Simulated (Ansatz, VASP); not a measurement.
## One calculation of InSb, two programs

The input INCAR:

```
SYSTEM = InSb
ALGO = Normal ; EDIFF = 1E-6
ENCUT = 520 ; GGA = PE
ISIF = 2 ; ISMEAR = 0
LASPH = .TRUE. ; LCHARG = .FALSE.
LREAL = .FALSE. ; LWAVE = .FALSE.
NBANDS = 16 ; NELM = 60
PREC = Accurate ; SIGMA = 0.15
```

File KPOINTS:

```
k-points
0
G
  16 16 16
  0 0 0
```

File POSCAR:

```
InSb
1.0
   -2.8102500000      2.8102500000      1.7471500000
    2.8102500000     -2.8102500000      1.7471500000
    2.8102500000      2.8102500000     -1.7471500000
In Sb
1 1
Direct
    0.2500000000      0.7500000000      0.5000000000
    0.0000000000      0.0000000000      0.0000000000
```

Input for Ansatz:

```yaml
crystal:
  lattice:
    - [-2.81025, 2.81025, 1.74715]
    - [2.81025, -2.81025, 1.74715]
    - [2.81025, 2.81025, -1.74715]
  atoms:
    - { symbol: In, position: [0.25, 0.75, 0.5] }
    - { symbol: Sb, position: [0.0, 0.0, 0.0] }
basis:
  ecutwfc: 420
kpoints:
  mp_grid: { grid: [16, 16, 16] }
hamiltonian:
  xc: pbe
  pseudopotentials: { kind: paw, azcp: { folder: soft_1 } }
scf:
  occupations: { method: gaussian, width: 0.15 }
output:
  forces: true
  stress: true
  eigenvalues: true
```

Alike in both runs: task single point; functional PBE; k mesh 16 × 16 × 16; occupations gaussian, width 0.15 eV; no spin polarisation.

|  | VASP | Ansatz |
| --- | --- | --- |
| version | VASP 6.6.1 | Ansatz 0.2.0 |
| potentials or method | VASP PAW PBE potentials, release 64 (In_d, Sb), cutoff 520 eV | scalar-relativistic, plane waves, PAW |
| valence electrons in the cell | 18 | 28 |

|  | VASP | Ansatz | Ansatz less VASP |
| --- | --- | --- | --- |
| gap on the k mesh at the Fermi level (eV) | none | none | - |
| pressure (GPa) | 2.5 | 2.6 | +0.04 |
| traceless stress, the component that is largest in VASP (GPa) | -3.56 | -3.56 | -0.001 |

A gap of «none» marks a metal or a gap that the smearing closes. The functional is the same, so the differences come from potentials, cutoffs and numerics. VASP's potentials hold 18 valence electrons a cell and Ansatz's 28, so a difference there can come from the potentials and not from the codes.

Neither program's run includes spin-orbit coupling.
